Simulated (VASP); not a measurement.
# AlP (F-43m) in VASP: elastic constants with PBE

Aim: the elastic constants of AlP with PBE.

Program: VASP 6.6.1. These are calculated values, not measurements. Logs are shortened: lines on timing, memory, paths and dates and some standing lists are left out, and cuts for length are marked.

## 1. The cell of the first run

It takes space group F-43m (No. 216, cubic). Conventional cell: a = 5.508 Å, b = 5.508 Å, c = 5.508 Å, α = 90.00°, β = 90.00°, γ = 90.00°. Al (site symmetry -43m) has 4 P at 2.38 Å within 3.2 Å. Within 3.2 Å of P (site symmetry -43m) lie 4 Al at 2.38 Å.

## 2. Elastic constants, PBE

Input file INCAR:

```
SYSTEM = AlP
PREC     = Accurate       ! precision mode
ENCUT    = 500            ! plane-wave cutoff, eV
EDIFF    = 1E-8           ! SCF threshold, eV
ISMEAR   = 0              ! smearing method
SIGMA    = 0.01           ! smearing width, eV
LREAL    = .FALSE.        ! projectors in reciprocal space
LASPH    = .TRUE.         ! aspherical terms in the spheres
NELM     = 120            ! most SCF steps
ALGO     = Normal         ! electronic algorithm
ISIF     = 3              ! what is computed and relaxed
LWAVE    = .FALSE.        ! write WAVECAR
LCHARG   = .TRUE.         ! write CHGCAR
GGA      = PE             ! functional
NBANDS   = 11             ! bands
IBRION   = 6              ! ionic algorithm
NFREE    = 2            
POTIM    = 0.015          ! step
NSW      = 1              ! ionic steps
GGA_COMPAT= .FALSE.
```

Input file KPOINTS:

```
regular mesh
0
G
  8 8 8
  0 0 0
```

Input file POSCAR:

```
AlP
1.0
    0.0000000000      2.7538855081      2.7538855081
    2.7538855081      0.0000000000      2.7538855081
    2.7538855081      2.7538855081      0.0000000000
Al P
1 1
Direct
    0.0000000000      0.0000000000      0.0000000000
    0.2500000000      0.2500000000      0.2500000000
```

Potentials or basis: VASP PAW PBE potentials, release 64 (Al, P).

The run is started by

```sh
$ cat potpaw_PBE.64/Al/POTCAR potpaw_PBE.64/P/POTCAR > POTCAR
$ mpirun -np 1 vasp_std > vasp.out
```

OUTCAR:

```text
SYSTEM = AlP
   PREC = Accurate
   ENCUT = 500
   EDIFF = 1E-8
   ISMEAR = 0
   LREAL = .FALSE.
   LASPH = .TRUE.
   NELM = 120
   ISIF = 3
   GGA = PE
   IBRION = 6
   NFREE = 2
   POTIM = 0.015
   NSW = 1

 ion  position               nearest neighbor table
   1  0.000  0.000  0.000-   2 2.38   2 2.38   2 2.38   2 2.38
   2  0.250  0.250  0.250-   1 2.38   1 2.38   1 2.38   1 2.38

  LATTYP: Found a face centered cubic cell.
 ALAT       =     5.5077710162

  Lattice vectors:

 A1 = (   0.0000000000,   2.7538855081,   2.7538855081)
 A2 = (   2.7538855081,   0.0000000000,   2.7538855081)
 A3 = (   2.7538855081,   2.7538855081,   0.0000000000)

Analysis of symmetry for initial positions (statically):
=====================================================================
 Subroutine PRICEL returns:
 Original cell was already a primitive cell.

 Routine SETGRP: Setting up the symmetry group for a
 face centered cubic supercell.

 Subroutine GETGRP returns: Found 24 space group operations
 (whereof 24 operations were pure point group operations)
 out of a pool of 48 trial point group operations.

The static configuration has the point symmetry T_d .

Analysis of symmetry for dynamics (positions and initial velocities):
=====================================================================
 Subroutine PRICEL returns:
 Original cell was already a primitive cell.

 Routine SETGRP: Setting up the symmetry group for a
 face centered cubic supercell.

 Subroutine GETGRP returns: Found 24 space group operations
 (whereof 24 operations were pure point group operations)
 out of a pool of 48 trial point group operations.

The dynamic configuration has the point symmetry T_d .

 Subroutine INISYM returns: Found 24 space group operations
 (whereof 24 operations are pure point group operations),
 and found     1 'primitive' translations

----------------------------------------------------------------------------------------

                                     Primitive cell

  volume of cell :      41.7703

  direct lattice vectors                    reciprocal lattice vectors
     0.000000000  2.753885508  2.753885508    -0.181561651  0.181561651  0.181561651
     2.753885508  0.000000000  2.753885508     0.181561651 -0.181561651  0.181561651
     2.753885508  2.753885508  0.000000000     0.181561651  0.181561651 -0.181561651

  length of vectors
     3.894582235  3.894582235  3.894582235     0.314474005  0.314474005  0.314474005

  position of ions in fractional coordinates (direct lattice)
     0.000000000  0.000000000  0.000000000
     0.250000000  0.250000000  0.250000000

  ion indices of the primitive-cell ions
   primitive index   ion index
                 1           1
                 2           2

----------------------------------------------------------------------------------------

 KPOINTS: regular mesh

Automatic generation of k-mesh.
 Grid dimensions read from file:
 generate k-points for:    8    8    8

 Generating k-lattice:

  Cartesian coordinates                     Fractional coordinates (reciprocal lattice)
[... 111 lines left out ...]
------------------------ aborting loop because EDIFF is reached ----------------------------------------

  FORCE on cell =-STRESS in cart. coord.  units (eV):
  Direction    XX          YY          ZZ          XY          YZ          ZX
  --------------------------------------------------------------------------------------
  -------------------------------------------------------------------------------------
  Total       -0.0248555     -0.0248555     -0.0248555      0.0000000      0.0000000      0.0000000
  in kB       -0.9533790     -0.9533790     -0.9533790      0.0000000      0.0000000      0.0000000
  external PRESSURE =      -0.9533790 kB  Pullay stress =       0.0000000 kB
[... 89 lines left out ...]
  FREE ENERGIE OF THE ION-ELECTRON SYSTEM (eV)
  ---------------------------------------------------
  free  energy   TOTEN  =       -10.3734514755 eV

  energy  without entropy=      -10.3734514755  energy(sigma->0) =      -10.37345148

[... ionic steps 4 to 14 ...]

--------------------------------------- Ionic step       15  -------------------------------------------

 number of electron       8.0000001 magnetization

------------------------ aborting loop because EDIFF is reached ----------------------------------------
[... 67 lines left out ...]
--------------------------------------- Ionic step       17  -------------------------------------------

 number of electron       8.0000000 magnetization

 Free energy of the ion-electron system (eV)
  ---------------------------------------------------
  ext. energy  EPLUGINS =         0.00000000
  ---------------------------------------------------
  free energy    TOTEN  =       -10.37568727 eV

  energy without entropy =      -10.37568727  energy(sigma->0) =      -10.37568727

 E-fermi :   4.4675     XC(G=0):  -9.1076

 val. band max:        4.3846180169   @ k =   0.0000   0.0000   0.0000
 cond. band min:       5.9731231875   @ k =   0.0000   0.5000   0.5000
 fundamental gap:      1.5885051705
 Fermi energy:         4.4675490509

 k-point     1 :       0.0000    0.0000    0.0000
  band No.  band energies     occupation
      1      -7.0135      2.00000
      2       4.3027      2.00000
      3       4.3443      2.00000
      4       4.3846      2.00000
      5       7.4270      0.00000
      6       8.8536      0.00000
      7       8.8683      0.00000
      8       8.8846      0.00000
      9      13.1484      0.00000
     10      13.1496      0.00000
     11      14.4534      0.00000
[... 309 lines left out ...]
 k-point    24 :      -0.3750    0.2500    0.1250
  band No.  band energies     occupation
      1      -5.0919      2.00000
      2      -0.7497      2.00000
      3       1.8074      2.00000
      4       2.9213      2.00000
      5       8.2724      0.00000
      6       8.8554      0.00000
      7      11.1415      0.00000
      8      11.9506      0.00000
      9      13.2156      0.00000
     10      15.7014      0.00000
     11      16.8958      0.00000

 [... further k-points ...]

------------------------ aborting loop because EDIFF is reached ----------------------------------------

  FORCE on cell =-STRESS in cart. coord.  units (eV):
  Direction    XX          YY          ZZ          XY          YZ          ZX
  --------------------------------------------------------------------------------------
  -------------------------------------------------------------------------------------
  Total       -0.0247670     -0.0220301     -0.0220301      0.0000000      0.1138267      0.0000000
  in kB       -0.9499829     -0.8450063     -0.8450063      0.0000000      4.3660344      0.0000000
  external PRESSURE =      -0.8799985 kB  Pullay stress =       0.0000000 kB
[... 17 lines left out ...]
  FREE ENERGIE OF THE ION-ELECTRON SYSTEM (eV)
  ---------------------------------------------------
  free  energy   TOTEN  =       -10.3756872709 eV

  energy  without entropy=      -10.3756872709  energy(sigma->0) =      -10.37568727

 INTERNAL STRAIN TENSORS FROM STRAINED CELLS
 ============================================

 INTERNAL STRAIN TENSOR FOR ION    1 for displacements in x,y,z  (eV/Angst):
          X           Y           Z          XY          YZ          ZX
  --------------------------------------------------------------------------------
  x     0.00000    -0.00000     0.00000     0.00000     7.59289     0.00000
  y     0.00000    -0.00000     0.00000     0.00000     0.00000     7.59378
  z     0.00000    -0.00000    -0.00000     7.59355    -0.00000     0.00000

 INTERNAL STRAIN TENSORS FROM DISPLACED ATOMS
 ============================================

 INTERNAL STRAIN TENSOR FOR ION    1 for displacements in x,y,z  (eV/Angst):
          X           Y           Z          XY          YZ          ZX
  --------------------------------------------------------------------------------
  x     0.00000    -0.00000    -0.00000     0.00000     7.59552     0.00000
  y    -0.00000    -0.00000    -0.00000     0.00000     0.00000     7.59552
  z    -0.00000    -0.00000     0.00000     7.59552     0.00000     0.00000

 INTERNAL STRAIN TENSOR FOR ION    2 for displacements in x,y,z  (eV/Angst):
          X           Y           Z          XY          YZ          ZX
  --------------------------------------------------------------------------------
  x    -0.00000    -0.00000    -0.00000     0.00000    -7.59205     0.00000
  y    -0.00000    -0.00000    -0.00000     0.00000     0.00000    -7.59205
  z    -0.00000    -0.00000    -0.00000    -7.59205     0.00000     0.00000

 Eigenvectors and eigenvalues of the dynamical matrix
 ----------------------------------------------------

   1 f  =   12.764383 THz    80.200987 2PiTHz  425.774001 cm-1    52.789224 meV
             X         Y         Z           dx          dy          dz
      0.000000  0.000000  0.000000     0.000000    0.731002    0.000000
      1.376943  1.376943  1.376943     0.000000   -0.682375    0.000000
[... 21 lines left out ...]
   6 f/i=    0.001086 THz     0.006825 2PiTHz    0.036231 cm-1     0.004492 meV
             X         Y         Z           dx          dy          dz
      0.000000  0.000000  0.000000     0.000000    0.000000   -0.682375
      1.376943  1.376943  1.376943     0.000000    0.000000   -0.731002

--------------------------------------------------------------------------------------------------------

 ELASTIC MODULI CONTR FROM IONIC RELAXATION (kBar)
 Direction    XX          YY          ZZ          XY          YZ          ZX
 --------------------------------------------------------------------------------
 XX          -0.0000      0.0000      0.0000      0.0000     -0.0000      0.0000
 YY           0.0000     -0.0000     -0.0000      0.0000      0.0000     -0.0000
 ZZ           0.0000     -0.0000     -0.0000     -0.0000      0.0000      0.0000
 XY           0.0000      0.0000     -0.0000   -230.0868      0.0000      0.0000
 YZ          -0.0000      0.0000      0.0000      0.0000   -230.0868      0.0000
 ZX           0.0000     -0.0000      0.0000      0.0000      0.0000   -230.0868
 --------------------------------------------------------------------------------

 TOTAL ELASTIC MODULI (kBar)
 Direction    XX          YY          ZZ          XY          YZ          ZX
 --------------------------------------------------------------------------------
 XX        1255.2045    610.0725    610.0725      0.0000     -0.0000     -0.0000
 YY         610.0725   1255.2045    610.0725     -0.0000     -0.0000      0.0000
 ZZ         610.0725    610.0725   1255.2045     -0.0000     -0.0000      0.0000
 XY           0.0000     -0.0000     -0.0000    608.6320      0.0000      0.0000
 YZ          -0.0000     -0.0000     -0.0000      0.0000    608.6320      0.0000
 ZX          -0.0000      0.0000      0.0000      0.0000      0.0000    608.6320
 --------------------------------------------------------------------------------
```

Run time: 2.8 min. Hardware: 1 thread of Intel Xeon 6975P-C (Granite Rapids), shared host; peak memory 0.24 GiB.

What came out:

| Property | Result |
| --- | --- |
| Elastic constants C11, C12, C44 | 126, 61, 61 GPa |
| Voigt bulk modulus | 83 GPa |
| Highest phonon frequency at Γ, LO-TO splitting left out | 426 cm⁻¹ |

Phonon frequencies in cm⁻¹ (negative: imaginary):
```csv
q point,frequencies
"(0.000, 0.000, 0.000)",0 0 0 426 426 426
```

Elastic tensor in Voigt notation (GPa, in the Cartesian axes of the cell as first typed):
```
126  61  61   0   0   0
 61 126  61   0   0   0
 61  61 126   0   0   0
  0   0   0  61   0   0
  0   0   0   0  61   0
  0   0   0   0   0  61
```

Clamped-ion elastic tensor (GPa):
```
126  61  61   0   0   0
 61 126  61   0   0   0
 61  61 126   0   0   0
  0   0   0  84   0   0
  0   0   0   0  84   0
  0   0   0   0   0  84
```
